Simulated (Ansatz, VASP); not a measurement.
**Ga2O3: VASP beside Ansatz**

```
CELL_PARAMETERS angstrom
2.49972 1.44322 4.50032
-2.49972 1.44322 4.50032
0.00000 -2.88643 4.50032
ATOMIC_POSITIONS crystal
Ga 0.85555 0.85555 0.85555
Ga 0.64445 0.64445 0.64445
Ga 0.14445 0.14445 0.14445
Ga 0.35555 0.35555 0.35555
O 0.05277 0.44723 0.75000
O 0.75000 0.05277 0.44723
O 0.44723 0.75000 0.05277
O 0.94723 0.55277 0.25000
O 0.25000 0.94723 0.55277
O 0.55277 0.25000 0.94723
```

Alike in both runs: functional LDA; k mesh 6 × 6 × 6; occupations gaussian, width 0.02 eV; no spin polarisation.

Ansatz relaxed the structure, and its values are those at the end. VASP's run is a single point on that final structure, the one shown.

|  | VASP | Ansatz |
| --- | --- | --- |
| version | VASP 6.6.1 | Ansatz 0.2.0 |
| potentials or method | VASP PAW LDA potentials, release 64 (Ga_d, O), cutoff 600 eV | scalar-relativistic, plane waves, PAW |
| valence electrons in the cell | 88 | 88 |

Ansatz gave:

```
gap on the k mesh at the Fermi level (eV) : 2.67
least direct gap on the mesh (eV)         : 2.92
pressure (GPa)                            : -7.6
rms of the force components (eV/Å)        : 0.000
```

Q: Estimate VASP's values.

A: gap on the k mesh at the Fermi level (eV): 2.69; least direct gap on the mesh (eV): 2.94; pressure (GPa): -6.0; rms of the force components (eV/Å): 0.012.

Ansatz warns that its potentials were made for another functional, while VASP's fit it. LDA's correlation is that of Perdew and Zunger in VASP and of Perdew and Wang (1992) in Ansatz. Ansatz's warnings: stress scf threshold loose.
